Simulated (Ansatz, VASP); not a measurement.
# ZnSe: VASP beside Ansatz

```
Zn Se
1.0
     0.00000    2.83244    2.83244
     2.83244    0.00000    2.83244
     2.83244    2.83244    0.00000
Zn Se
1 1
Direct
  0.00000 0.00000 0.00000
  0.75000 0.75000 0.75000
```

Alike in both runs: task relaxation of cell and atoms; functional PBEsol; k mesh 8 × 8 × 8; occupations gaussian, width 0.02 eV; no spin polarisation.

|  | VASP | Ansatz |
| --- | --- | --- |
| version | VASP 6.6.1 | Ansatz 0.2.0 |
| potentials or method | VASP PAW PBE potentials, release 64 (Zn, Se), cutoff 600 eV | scalar-relativistic, plane waves, PAW |
| valence electrons in the cell | 18 | 28 |

|  | VASP | Ansatz | Ansatz less VASP |
| --- | --- | --- | --- |
| gap on the k mesh at the Fermi level, each at its own relaxed structure (eV) | 1.23 | 1.24 | +0.011 |
| relaxed volume (Å³/atom) | 22.43 | 22.35 | -0.086 |
| relaxed cell length with the largest relative difference (Å) | 3.988 | 3.983 | -0.0051 |

VASP's potentials were made for PBE, not for PBEsol. VASP's potentials hold 18 valence electrons a cell and Ansatz's 28, so a difference there can come from the potentials and not from the codes.
